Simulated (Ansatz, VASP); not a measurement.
## KZnF3: VASP beside Ansatz

POSCAR

```
KZnF3
1.0
    4.0461680185      0.0000000000      0.0000000000
    0.0000000000      4.0461680185      0.0000000000
    0.0000000000      0.0000000000      4.0461680185
K Zn F
1 1 3
Direct
    0.0000000000      0.0000000000      0.0000000000
    0.5000000000      0.5000000000      0.5000000000
    0.5000000000      0.5000000000      0.0000000000
    0.0000000000      0.5000000000      0.5000000000
    0.5000000000      0.0000000000      0.5000000000
```

Contents of INCAR.step1:

```
SYSTEM = KZnF3
PREC     = Accurate       ! precision mode
ENCUT    = 520            ! plane-wave cutoff, eV
EDIFF    = 1E-5           ! SCF threshold, eV
ISMEAR   = 0              ! smearing method
SIGMA    = 0.01           ! smearing width, eV
LREAL    = .FALSE.        ! projectors in reciprocal space
LASPH    = .TRUE.         ! aspherical terms in the spheres
NELM     = 120            ! most SCF steps
ALGO     = Normal         ! electronic algorithm
ISIF     = 2              ! what is computed and relaxed
LWAVE    = .TRUE.         ! write WAVECAR
LCHARG   = .FALSE.        ! write CHGCAR
GGA      = PE             ! functional
NBANDS   = 29             ! bands
GGA_COMPAT= .FALSE.
```

The input INCAR.step2:

```
SYSTEM = KZnF3
PREC     = Accurate       ! precision mode
ENCUT    = 520            ! plane-wave cutoff, eV
EDIFF    = 1E-6           ! SCF threshold, eV
ISMEAR   = 0              ! smearing method
SIGMA    = 0.01           ! smearing width, eV
LREAL    = .FALSE.        ! projectors in reciprocal space
LASPH    = .TRUE.         ! aspherical terms in the spheres
NELM     = 120            ! most SCF steps
ALGO     = Normal         ! electronic algorithm
ISIF     = 2              ! what is computed and relaxed
LWAVE    = .FALSE.        ! write WAVECAR
LCHARG   = .FALSE.        ! write CHGCAR
GGA      = PE             ! functional
LHFCALC  = .TRUE.         ! exact exchange
HFSCREEN = 0.2079         ! screening, 1/A
PRECFOCK = Normal       
ISTART   = 1            
NBANDS   = 29             ! bands
GGA_COMPAT= .FALSE.
```

Contents of KPOINTS:

```
Automatic mesh
0
G
  4 4 4
  0 0 0
```

Input for Ansatz:

```yaml
crystal:
  lattice:
    - [4.0461680185, 0.0, 0.0]
    - [0.0, 4.0461680185, 0.0]
    - [0.0, 0.0, 4.0461680185]
  atoms:
    - { symbol: K, position: [0.0, 0.0, 0.0] }
    - { symbol: Zn, position: [0.5, 0.5, 0.5] }
    - { symbol: F, position: [0.5, 0.5, 0.0] }
    - { symbol: F, position: [0.0, 0.5, 0.5] }
    - { symbol: F, position: [0.5, 0.0, 0.5] }
kpoints:
  mp_grid: { grid: [4, 4, 4] }
  band_path:
    path: [[0.0, 0.0, 0.0], [0.0, 0.5, 0.0], [0.5, 0.5, 0.0], [0.5, 0.5, 0.5]]
    npoints: 1
hamiltonian:
  xc: hse06
scf:
  occupations: { method: fixed }
  n_extra_bands: 5
output:
  forces: true
  stress: true
  eigenvalues: true
```

Alike in both runs: task single point; functional HSE06; k mesh 4 × 4 × 4; no spin polarisation.

```csv
,VASP,Ansatz
version,VASP 6.6.1,Ansatz 0.2.0
potentials or method,"VASP PAW PBE potentials, release 64 (K_sv, Zn, F)","plane waves, PAW"
plane-wave cutoff (eV),520,420
occupations,"gaussian, width 0.01 eV",fixed
valence electrons in the cell,42,42
```

Ansatz gave:

| Quantity | Value |
| --- | --- |
| gap on the k mesh at the Fermi level (eV) | 6.36 |
| pressure (GPa) | 2.0 |

Task: Which values does VASP return?

Result: gap on the k mesh at the Fermi level (eV): 6.24; pressure (GPa): 2.6.

Ansatz's warnings: stress exchange threshold loose, stress scf threshold loose.
